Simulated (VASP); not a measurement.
Set up this calculation in VASP 6.6.1, as the native input.

```
Task                   : single point
Functional             : r2SCAN
Potentials or basis    : VASP PAW PBE potentials, release 64 (Cd, N, Si)
Cutoff                 : 520 eV
k mesh                 : 8 × 8 × 2
Occupations            : fermi-dirac, width 0.02 eV
Spin                   : no spin polarisation
Dipole correction      : no
Further INCAR settings : ALGO = Normal; EDIFF = 1e-06; NBANDS = 36
```

CdSiN2:

```
Cd N Si
1.0
     3.05814    0.00000    0.00000
     0.00000    3.05814    0.00000
     0.00000    0.00000   10.21167
Cd N Si
2 4 2
Cartesian
  1.5291 0.0000 8.7986
  0.0000 1.5291 1.4131
  1.5291 1.5291 0.0000
  0.0000 0.0000 3.3158
  1.5291 1.5291 5.1058
  0.0000 0.0000 6.8958
  1.5291 0.0000 4.0405
  0.0000 1.5291 6.1712
```

The input as run:

POSCAR

```
CdSiN2
1.0
    3.0581408269      0.0000000000      0.0000000000
    0.0000000000      3.0581408269      0.0000000000
    0.0000000000      0.0000000000     10.2116679123
Cd N Si
2 4 2
Direct
    0.5000000000      0.0000000000      0.8616232094
    0.0000000000      0.5000000000      0.1383767906
    0.5000000000      0.5000000000      0.0000000000
    0.0000000000      0.0000000000      0.3247102099
    0.5000000000      0.5000000000      0.5000000000
    0.0000000000      0.0000000000      0.6752897901
    0.5000000000      0.0000000000      0.3956755403
    0.0000000000      0.5000000000      0.6043244597
```

INCAR.step1

```
ALGO = Normal ; EDIFF = 1E-4
ENCUT = 520 ; GGA = PE
ISMEAR = -1 ; LASPH = T
LCHARG = F ; LREAL = F
LWAVE = T ; NBANDS = 36
NELM = 100 ; PREC = Accurate
SIGMA = 0.02
```

INCAR.step2

```
ALGO = Normal ; EDIFF = 1E-6
ENCUT = 520 ; ISIF = 2
ISMEAR = -1 ; ISTART = 1
LASPH = T ; LCHARG = T
LELF = T ; LMIXTAU = T
LREAL = F ; LVHAR = T
LWAVE = F ; METAGGA = R2SCAN
NBANDS = 36 ; NELM = 100
PREC = Accurate ; SIGMA = 0.02
```

KPOINTS

```
k-points
0
Gamma
  8 8 2
```

Potentials or basis: VASP PAW PBE potentials, release 64 (Cd, N, Si).

Run with:

```bash
$ cat potpaw_PBE.64/Cd/POTCAR potpaw_PBE.64/N/POTCAR potpaw_PBE.64/Si/POTCAR > POTCAR
$ cp INCAR.step1 INCAR
$ mpirun -np 1 vasp_std > vasp.out
$ cp INCAR.step2 INCAR
$ mpirun -np 1 vasp_std > vasp.out
```

It gave:

- Pressure: 6.9 GPa
- Largest force: 0.411 eV/Å
- Band gap on the k mesh: zero (bands 26 and 27 overlap by 0.44 eV)

Caveat: the cell stands under pressure; the PAW data sets were made with another functional, which shifts forces and pressure a little.

Run time: 8.5 min on 1 thread of Intel Xeon 8259CL, on a shared host, peak memory 0.27 GiB.
